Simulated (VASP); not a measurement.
Input of a VASP 6.6.1 run:

The input INCAR:

```
PREC = Accurate
ENCUT = 600
EDIFF = 1E-7
ISMEAR = 0
SIGMA = 0.15
LREAL = False
LASPH = True
NELM = 120
ALGO = Normal
ISIF = 3
LWAVE = False
LCHARG = False
GGA = PE
IBRION = 2
NSW = 36
EDIFFG = -0.08
GGA_COMPAT = False
NELMIN = 4
```

The input KPOINTS:

```
Automatic mesh
0
Gamma
  5 5 5
```

POSCAR

```
BeS
1.0
    0.0000000000      2.3536500200      2.3536500200
    2.3536500200      0.0000000000      2.3536500200
    2.3536500200      2.3536500200      0.0000000000
Be S
1 1
Direct
    0.0000000000      0.0000000000      0.0000000000
    0.5000000000      0.5000000000      0.5000000000
```

Potentials or basis: VASP PAW PBE potentials, release 64 (Be, S).

The run is started by

```console
$ cat potpaw_PBE.64/Be/POTCAR potpaw_PBE.64/S/POTCAR > POTCAR
$ mpirun -np 1 vasp_std > vasp.out
```

Q: What does it give for the relaxed volume?

A: 12.37 Å³/atom.

Q: What does it give for the relaxed cell?

A: a = 3.270 Å, b = 3.270 Å, c = 3.270 Å, α = 60.00°, β = 60.00°, γ = 60.00°.

Q: Predict the band gap on the k mesh.

A: 1.44 eV, indirect (least direct gap 4.26 eV).

The path:
```csv
step,energy change (eV),largest force (eV/Å),pressure (GPa),volume (Å³)
1,0.0000,0.0000,-4.45,26.08
2,-0.0162,0.0000,0.83,24.73
```

Caveat: the k points lie up to 0.47 Å⁻¹ apart in the final cell. A k mesh can miss the band edges.
